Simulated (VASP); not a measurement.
Runs of VASP 6.6.1 on Ir. The structure is that of space group I4/mmm (No. 139), or close to it. The cells are those of the table. 

| cell | gap on the mesh (eV) | pressure (GPa) |
| --- | --- | --- |
| a = 2.640, b = 2.640, c = 2.740 Å, angles 58.7, 58.7, 62.5°, 1 atom | none | 13.0 |
| a = 2.673, b = 2.673, c = 2.962 Å, angles 56.4, 56.4, 67.3°, 1 atom | none | -10.5 |
| a = 2.733, b = 2.733, c = 2.837 Å, angles 58.7, 58.7, 62.5°, 1 atom | none | -24.9 |
| a = 2.830, b = 2.830, c = 2.604 Å, angles 62.6, 62.6, 54.8°, 1 atom | none | -12.9 |
| a = 2.665, b = 2.665, c = 2.862 Å, angles 57.5, 57.5, 65.0°, 1 atom | none | -5.7 |
| a = 2.688, b = 2.688, c = 2.789 Å, angles 58.7, 58.7, 62.5°, 1 atom | none | (a) |
| a = 2.781, b = 2.781, c = 2.559 Å, angles 62.6, 62.6, 54.8°, 1 atom | none | (b) |
| a = 2.756, b = 2.756, c = 2.536 Å, angles 62.6, 62.6, 54.8°, 1 atom | none | (c) |

Alike in all rows: task single point; level LDA; potentials or basis VASP PAW LDA potentials, release 64 (Ir_sv_GW); no spin polarisation; k mesh 22 × 22 × 22; cutoff (eV) 560; smearing gaussian 0.15 eV.

Question: Estimate the missing entries.

Answer: (a) -8.9; (b) 6.3; (c) 18.5.

Caveats: spin-orbit coupling is left out, which moves the levels of the heavy elements; the stress differs along the axes, from 3 to 34 GPa (at least some runs); the stress differs along the axes, from -26 to 21 GPa (at least some runs); the stress differs along the axes, from -33 to -9 GPa (at least some runs); the stress differs along the axes, from -46 to 3 GPa (at least some runs); the stress differs along the axes, from -21 to 24 GPa (at least some runs); the stress differs along the axes, from -18 to 9 GPa (at least some runs).

A k mesh can miss the band edges, and the runs leave out spin-orbit coupling on Ir.

A gap of «none» marks levels without a gap at the run's occupations.
